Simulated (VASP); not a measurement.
TiAl3: single point with PBEsol

The system is TiAl3.

```
Ti Al
1.0
    -3.94796    0.00000    0.00000
     0.00000    3.94796    3.94796
     0.00000    3.94796   -3.94796
Ti Al
2 6
Direct
  0.00000 0.99321 0.99321
  0.00000 0.50679 0.50679
  0.50000 0.74073 0.75927
  0.50000 0.25927 0.24073
  0.50000 0.74073 0.24073
  0.50000 0.25927 0.75927
  0.00000 0.49540 0.00460
  0.00000 0.00460 0.49540
```

This cell differs from its parent crystal: atoms displaced along several vibrational modes.

| Property | Result |
| --- | --- |
| Program | VASP 6.6.1 |
| Task | single point |
| Functional | PBEsol |
| Potentials or basis | VASP PAW PBE potentials, release 64 (Ti_sv, Al) |
| Cutoff | 520 eV |
| k mesh | 10 × 8 × 8 |
| Occupations | gaussian, width 0.15 eV |
| Spin | no spin polarisation |
| Dipole correction | no |
| Further INCAR settings | ALGO = Fast; EDIFF = 1e-06; NBANDS = 31 |

The pressure is 0.6 GPa and the largest force is 0.682 eV/Å. The band gap on the k mesh is zero (bands 21 and 22 overlap by 0.84 eV).

Forces in eV/Å, atoms in the order of the input:
```
Ti   0.000  0.284  0.014
Ti   0.000 -0.284  0.014
Al   0.000  0.000  0.642
Al   0.000  0.000 -0.682
Al   0.000  0.661 -0.006
Al   0.000 -0.661 -0.006
Al   0.000  0.000  0.118
Al   0.000  0.000 -0.094
```

Stress tensor (GPa, compression positive):
```
0.31 0.00 0.00
0.00 0.89 0.00
0.00 0.00 0.63
```

Levels at points of the mesh, in eV from the Fermi level:
```csv
k point,band 18,band 19,band 20,band 21,band 22,band 23,band 24,band 25
"(0.00, 0.00, 0.00)",-2.14,-1.26,-1.26,0.16,0.17,0.17,0.33,0.89
"(0.50, 0.00, 0.00)",-2.25,-2.24,-2.19,0.14,0.45,0.71,0.77,0.96
"(0.00, 0.50, 0.00)",-1.81,-0.74,-0.56,-0.53,-0.19,0.14,0.42,1.49
"(0.50, 0.50, 0.00)",-2.93,-2.49,-2.31,-0.73,-0.32,1.03,1.05,1.24
"(0.00, 0.50, 0.50)",-2.06,0.35,0.41,0.46,0.67,0.75,0.78,0.89
"(0.50, 0.50, 0.50)",-1.26,-1.25,-1.09,0.37,0.84,0.88,0.88,1.12
```

Run time: 35 min on 1 thread of Intel Xeon 8259CL, with other jobs on the host, peak memory 0.5 GiB.

Caveat: the cell differs from its parent crystal (atoms displaced along several vibrational modes); the PAW data sets were made with another functional, which shifts forces and pressure a little.
